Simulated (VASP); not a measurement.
A run of VASP 6.6.1 is set up as follows.

INCAR

```
SYSTEM = Bi
  PREC = Accurate
  ENCUT = 520
  EDIFF = 1E-6
  ISMEAR = -1
  SIGMA = 0.1
  LREAL = .FALSE.
  LASPH = .TRUE.
  NELM = 100
  ALGO = Normal
  ISIF = 2
  LWAVE = .FALSE.
  LCHARG = .FALSE.
  GGA = PE
  NBANDS = 14
```

KPOINTS

```
regular mesh
0
G
  18 18 18
  0 0 0
```

File POSCAR:

```
Bi
1.0
   -1.9097306456      1.9097306456      1.9097306456
    1.9097306456     -1.9097306456      1.9097306456
    1.9097306456      1.9097306456     -1.9097306456
Bi
1
Direct
    0.0000000000      0.0000000000      0.0000000000
```

Potentials or basis: VASP PAW PBE potentials, release 64 (Bi_d).

Command:

```console
$ cat potpaw_PBE.64/Bi_d/POTCAR > POTCAR
$ mpirun -np 1 vasp_std > vasp.out
```

Q: Predict the band gap on the k mesh.

A: Zero (an odd number of electrons rules out a gap without spin polarisation).

Q: What does it give for the pressure?

A: 8.7 GPa.

Caveat: the cell stands under pressure; spin-orbit coupling is left out, which moves the levels of the heavy elements.
